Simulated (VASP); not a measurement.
# ZnGeP2 (I-42d) in VASP: single point with PBE

Aim: the single point of ZnGeP2 with PBE.

Everything below comes from runs of VASP 6.6.1. Logs are shortened: lines on timing, memory, paths and dates and some standing lists are left out, and cuts for length are marked.

### 1 The cell of the first run

It takes space group I-42d (No. 122, tetragonal). Conventional cell: a = 5.447 Å, b = 5.447 Å, c = 10.731 Å, α = 90.00°, β = 90.00°, γ = 90.00°. Within 3.1 Å of Zn (site symmetry -4) lie 4 P at 2.36 Å. Within 3.1 Å of Ge (site symmetry -4) lie 4 P at 2.33 Å. Within 3.1 Å of P (site symmetry 2) lie 2 Ge at 2.33 Å and 2 Zn at 2.36 Å.

### 2 Single point, PBE, non-collinear spin, zero start, spin-orbit coupling

Input file INCAR:

```
SYSTEM = ZnGeP2
  PREC = Accurate
  ENCUT = 500
  EDIFF = 1E-6
  ISMEAR = -1
  SIGMA = 0.02
  LREAL = .FALSE.
  LASPH = .TRUE.
  NELM = 200
  ALGO = Normal
  ISIF = 2
  LWAVE = .FALSE.
  LCHARG = .FALSE.
  LNONCOLLINEAR = .TRUE.
  MAGMOM = 0 0 0 0 0 0 0 0 0 0 0 0 0 0 0 0 0 0 0 0 0 0 0 0
  LORBIT = 11
  LSORBIT = .TRUE.
  GGA_COMPAT = .FALSE.
  LORBMOM = .TRUE.
  GGA = PE
  NBANDS = 90
  KPAR = 4
```

Input file KPOINTS:

```
regular mesh
0
G
  6 6 6
  0 0 0
```

Input file POSCAR:

```
ZnGeP2
1.0
   -2.7233306711      2.7233306711      5.3656199512
    2.7233306711     -2.7233306711      5.3656199512
    2.7233306711      2.7233306711     -5.3656199512
Zn Ge P
2 2 4
Direct
    0.0000000000      0.0000000000      0.0000000000
    0.7500000000      0.2500000000      0.5000000000
    0.5000000000      0.5000000000      0.0000000000
    0.2500000000      0.7500000000      0.5000000000
    0.3750000000      0.3792106962      0.5042106962
    0.6207893038      0.1250000000      0.9957893038
    0.8750000000      0.8707893038      0.4957893038
    0.1292106962      0.6250000000      0.0042106962
```

Potentials or basis: VASP PAW PBE potentials, release 64 (Zn, Ge_d, P).

The run is started by

```bash
$ cat potpaw_PBE.64/Zn/POTCAR potpaw_PBE.64/Ge_d/POTCAR potpaw_PBE.64/P/POTCAR > POTCAR
$ mpirun -np 4 vasp_ncl > vasp.out
```

OUTCAR:

```text
SYSTEM = ZnGeP2
   PREC = Accurate
   ENCUT = 500
   EDIFF = 1E-6
   ISMEAR = -1
   LREAL = .FALSE.
   LASPH = .TRUE.
   NELM = 200
   ISIF = 2
   LNONCOLLINEAR = .TRUE.
   LORBIT = 11
   LSORBIT = .TRUE.
   GGA = PE

 ion  position               nearest neighbor table
   1  0.000  0.000  0.000-   5 2.36   6 2.36   8 2.36   7 2.36
   2  0.750  0.250  0.500-   8 2.36   5 2.36   7 2.36   6 2.36
   3  0.500  0.500  0.000-   5 2.33   6 2.33   7 2.33   8 2.33
   4  0.250  0.750  0.500-   5 2.33   6 2.33   7 2.33   8 2.33
   5  0.375  0.379  0.504-   3 2.33   4 2.33   2 2.36   1 2.36
   6  0.621  0.125  0.996-   3 2.33   4 2.33   2 2.36   1 2.36
   7  0.875  0.871  0.496-   3 2.33   4 2.33   1 2.36   2 2.36
   8  0.129  0.625  0.004-   3 2.33   4 2.33   1 2.36   2 2.36

  LATTYP: Found a body centered tetragonal cell.
 ALAT       =     5.4466613422
 C/A-ratio  =     1.9702418102

  Lattice vectors:

 A1 = (  -2.7233306711,   2.7233306711,   5.3656199512)
 A2 = (   2.7233306711,  -2.7233306711,   5.3656199512)
 A3 = (   2.7233306711,   2.7233306711,  -5.3656199512)

Analysis of symmetry for initial positions (statically):
=====================================================================
 Subroutine PRICEL returns:
 Original cell was already a primitive cell.

 Routine SETGRP: Setting up the symmetry group for a
 body centered tetragonal supercell.

 Subroutine GETGRP returns: Found  8 space group operations
 (whereof  4 operations were pure point group operations)
 out of a pool of 16 trial point group operations.

The static configuration has the point symmetry S_4 .
 The point group associated with its full space group is D_2d.

Analysis of symmetry for dynamics (positions and initial velocities):
=====================================================================
 Subroutine PRICEL returns:
 Original cell was already a primitive cell.

 Routine SETGRP: Setting up the symmetry group for a
 body centered tetragonal supercell.

 Subroutine GETGRP returns: Found  8 space group operations
 (whereof  4 operations were pure point group operations)
 out of a pool of 16 trial point group operations.

The dynamic configuration has the point symmetry S_4 .
 The point group associated with its full space group is D_2d.

Analysis of structural, dynamic, and magnetic symmetry:
=====================================================================
 Subroutine PRICEL returns:
 Original cell was already a primitive cell.

 Routine SETGRP: Setting up the symmetry group for a
 body centered tetragonal supercell.

 Subroutine GETGRP returns: Found  8 space group operations
 (whereof  4 operations were pure point group operations)
 out of a pool of 16 trial point group operations.

The overall configuration has the point symmetry S_4 .
 The point group associated with its full space group is D_2d.

 Subroutine INISYM returns: Found  8 space group operations
 (whereof  4 operations are pure point group operations),
 and found     1 'primitive' translations

----------------------------------------------------------------------------------------

                                     Primitive cell

  volume of cell :     159.1771

  direct lattice vectors                    reciprocal lattice vectors
    -2.723330671  2.723330671  5.365619951     0.000000000  0.183598711  0.093185877
     2.723330671 -2.723330671  5.365619951     0.183598711  0.000000000  0.093185877
     2.723330671  2.723330671 -5.365619951     0.183598711  0.183598711  0.000000000

  length of vectors
     6.604766260  6.604766260  6.604766260     0.205893405  0.205893405  0.259647787

  position of ions in fractional coordinates (direct lattice)
     0.000000000  0.000000000  0.000000000
     0.750000000  0.250000000  0.500000000
     0.500000000  0.500000000  0.000000000
     0.250000000  0.750000000  0.500000000
     0.375000000  0.379210696  0.504210696
     0.620789304  0.125000000  0.995789304
     0.875000000  0.870789304  0.495789304
     0.129210696  0.625000000  0.004210696

  ion indices of the primitive-cell ions
   primitive index   ion index
                 1           1
                 2           2
                 3           3
                 4           4
                 5           5
                 6           6
                 7           7
                 8           8

[... 2232 lines left out ...]
 VOLUME and BASIS-vectors are now :
 -----------------------------------------------------------------------------
  energy-cutoff  :      500.00
  volume of cell :      159.18
      direct lattice vectors                 reciprocal lattice vectors
    -2.723330671  2.723330671  5.365619951     0.000000000  0.183598711  0.093185877
     2.723330671 -2.723330671  5.365619951     0.183598711  0.000000000  0.093185877
     2.723330671  2.723330671 -5.365619951     0.183598711  0.183598711  0.000000000

 POSITION                                       TOTAL-FORCE (eV/Angst)
 -----------------------------------------------------------------------------------
      0.00000      0.00000      0.00000         0.000000     -0.000000      0.000000
     -0.00000      2.72333      2.68281         0.000000      0.000000     -0.000000
      0.00000      0.00000      5.36562        -0.000000     -0.000000     -0.000000
      2.72333     -0.00000      2.68281        -0.000000      0.000000     -0.000000
      1.38460      1.36167      1.34140        -0.069146      0.000000      0.000000
      1.36167      4.06206     -1.34140         0.000000      0.069146     -0.000000
      1.33873      1.36167      6.70702         0.069146      0.000000     -0.000000
      1.36167     -1.33873      4.02421         0.000000     -0.069146      0.000000
 -----------------------------------------------------------------------------------
    total drift:                               -0.000005     -0.000005     -0.000006

  FREE ENERGIE OF THE ION-ELECTRON SYSTEM (eV)
  ---------------------------------------------------
  free  energy   TOTEN  =       -34.5512106112 eV

  energy  without entropy=      -34.5512106112  energy(sigma->0) =      -34.55121061

 orbital moment (x)

 # of ion     p       d       tot
 ----------------------------------------
  1        -0.000   0.000   0.000
  2         0.000  -0.000  -0.000
  3         0.000  -0.000  -0.000
  4        -0.000  -0.000  -0.000
  5         0.000   0.000   0.000
  6         0.000   0.000   0.000
  7        -0.000   0.000  -0.000
  8         0.000   0.000   0.000
 ----------------------------------------
           -0.000   0.000   0.000

 orbital moment (y)

 # of ion     p       d       tot
 ----------------------------------------
  1        -0.000   0.000   0.000
  2         0.000  -0.000  -0.000
  3         0.000   0.000   0.000
  4         0.000   0.000   0.000
  5         0.000   0.000   0.000
  6         0.000   0.000   0.000
  7        -0.000   0.000  -0.000
  8        -0.000   0.000  -0.000
 ----------------------------------------
           -0.000  -0.000  -0.000

 orbital moment (z)

 # of ion     p       d       tot
 ----------------------------------------
  1        -0.000   0.000   0.000
  2         0.000  -0.000  -0.000
  3        -0.000  -0.000  -0.000
  4         0.000   0.000   0.000
  5         0.000   0.000   0.000
  6         0.000   0.000   0.000
  7         0.000   0.000   0.000
  8         0.000   0.000   0.000
 ----------------------------------------
           -0.000  -0.000  -0.000

 Spin-Orbit-Coupling matrix elements

 Ion:    1  E_soc:     -0.0092617
 l=   1
     0.0000000    -0.0004865    -0.0004884
    -0.0004865     0.0000000    -0.0004865
    -0.0004884    -0.0004865     0.0000000
 l=   2
     0.0000000    -0.0002133     0.0000000    -0.0002133    -0.0008442
    -0.0002133     0.0000000    -0.0006346    -0.0002107    -0.0002094
     0.0000000    -0.0006346     0.0000000    -0.0006346     0.0000000
    -0.0002133    -0.0002107    -0.0006346     0.0000000    -0.0002094
    -0.0008442    -0.0002094     0.0000000    -0.0002094     0.0000000
 l=   3
     0.0000000     0.0000000     0.0000000     0.0000000     0.0000000     0.0000000     0.0000000
     0.0000000     0.0000000     0.0000000     0.0000000     0.0000000     0.0000000     0.0000000
     0.0000000     0.0000000     0.0000000     0.0000000     0.0000000     0.0000000     0.0000000
     0.0000000     0.0000000     0.0000000     0.0000000     0.0000000     0.0000000     0.0000000
[... 129 lines left out ...]
 l=   2
     0.0000000     0.0000000     0.0000000     0.0000000     0.0000000
     0.0000000     0.0000000     0.0000000     0.0000000     0.0000000
     0.0000000     0.0000000     0.0000000     0.0000000     0.0000000
     0.0000000     0.0000000     0.0000000     0.0000000     0.0000000
     0.0000000     0.0000000     0.0000000     0.0000000     0.0000000
 l=   3
     0.0000000     0.0000000     0.0000000     0.0000000     0.0000000     0.0000000     0.0000000
     0.0000000     0.0000000     0.0000000     0.0000000     0.0000000     0.0000000     0.0000000
     0.0000000     0.0000000     0.0000000     0.0000000     0.0000000     0.0000000     0.0000000
     0.0000000     0.0000000     0.0000000     0.0000000     0.0000000     0.0000000     0.0000000
     0.0000000     0.0000000     0.0000000     0.0000000     0.0000000     0.0000000     0.0000000
     0.0000000     0.0000000     0.0000000     0.0000000     0.0000000     0.0000000     0.0000000
     0.0000000     0.0000000     0.0000000     0.0000000     0.0000000     0.0000000     0.0000000

 total charge

# of ion       s       p       d       tot
------------------------------------------
    1        0.580   0.560   9.747  10.887
    2        0.580   0.560   9.747  10.887
    3        1.100   1.233  10.086  12.420
    4        1.100   1.233  10.086  12.420
    5        1.032   1.494   0.000   2.526
    6        1.032   1.494   0.000   2.526
    7        1.032   1.494   0.000   2.526
    8        1.032   1.494   0.000   2.526
--------------------------------------------------
tot          7.490   9.563  39.667  56.719

 magnetization (x)

# of ion       s       p       d       tot
------------------------------------------
    1        0.000   0.000   0.000   0.000
    2        0.000   0.000   0.000   0.000
    3        0.000  -0.000  -0.000  -0.000
    4        0.000   0.000   0.000   0.000
    5        0.000   0.000   0.000   0.000
    6       -0.000  -0.000   0.000  -0.000
    7       -0.000  -0.000   0.000  -0.000
    8        0.000   0.000   0.000   0.000
--------------------------------------------------
tot          0.000  -0.000   0.000  -0.000

 magnetization (y)

# of ion       s       p       d       tot
------------------------------------------
    1        0.000   0.000   0.000   0.000
    2       -0.000   0.000  -0.000  -0.000
    3        0.000   0.000   0.000   0.000
    4        0.000   0.000   0.000   0.000
    5       -0.000   0.000   0.000  -0.000
    6        0.000   0.000   0.000   0.000
    7        0.000   0.000   0.000   0.000
    8       -0.000  -0.000   0.000  -0.000
--------------------------------------------------
tot          0.000   0.000   0.000   0.000

 magnetization (z)

# of ion       s       p       d       tot
------------------------------------------
    1        0.000  -0.000   0.000   0.000
    2       -0.000   0.000  -0.000  -0.000
    3       -0.000  -0.000   0.000  -0.000
    4        0.000   0.000  -0.000   0.000
    5        0.000   0.000   0.000   0.000
    6        0.000  -0.000   0.000  -0.000
    7        0.000   0.000   0.000   0.000
    8       -0.000  -0.000   0.000  -0.000
--------------------------------------------------
tot          0.000   0.000   0.000   0.000
```

Run time: 17 min. Hardware: 4 MPI ranks of Intel Xeon Platinum 8259CL at 2.50GHz (Skylake/Cascade Lake), shared host; peak memory 1.3 GiB.

Results:

| Property | Result |
| --- | --- |
| Free energy | -34.5512 eV |
| Pressure | 2.4 GPa |
| Largest force | 0.069 eV/Å |
| Net moment | 0.00 μB per cell |
| Valence electrons inside the program's atomic spheres | Zn 10.89; Ge 12.42; P 2.53 |

Forces on the atoms (eV/Å):
```
Zn   0.000  0.000  0.000
Zn   0.000  0.000  0.000
Ge   0.000  0.000  0.000
Ge   0.000  0.000  0.000
P   -0.069  0.000  0.000
P    0.000  0.069  0.000
P    0.069  0.000  0.000
P    0.000 -0.069  0.000
```

Moments on the atoms (μB; x, y, z):
```
Zn  0.00 0.00 0.00
Zn  0.00 0.00 0.00
Ge  0.00 0.00 0.00
Ge  0.00 0.00 0.00
P   0.00 0.00 0.00
P   0.00 0.00 0.00
P   0.00 0.00 0.00
P   0.00 0.00 0.00
```
